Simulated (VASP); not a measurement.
Runs of VASP 6.6.1 on B. The structure is that of space group Ia-3d (No. 230), or close to it. The cells are those of the table. 

```tsv
task	cell	k mesh	cutoff (eV)	gap on the mesh (eV)	pressure (GPa)	relaxed volume (Å³/atom)
single point	a = 4.946 Å, angles 109.5°, 12 atoms	4 × 4 × 4	520	none	0.0	-
single point	a = 4.752 Å, angles 109.5°, 12 atoms	4 × 4 × 4	520	none	28.7	-
relaxation of cell and atoms	relaxed from a = 4.752 Å, angles 109.5°, 12 atoms	4 × 4 × 4	600	none	0.1	7.76
single point	a = 4.949 Å, angles 109.5°, 12 atoms	10 × 10 × 10	520	none	0.0	-
relaxation of cell and atoms	relaxed from a = 4.946 Å, angles 109.5°, 12 atoms	10 × 10 × 10	600	none	-0.2	(a)
```

Alike in all rows: level PBE; potentials or basis VASP PAW PBE potentials, release 64 (B); no spin polarisation; smearing gaussian 0.1 eV.

Question: Fill in the values left out.

Answer: (a) 7.78.

Caveats: some runs use coarse meshes.

A gap of «none» marks levels without a gap at the run's occupations.
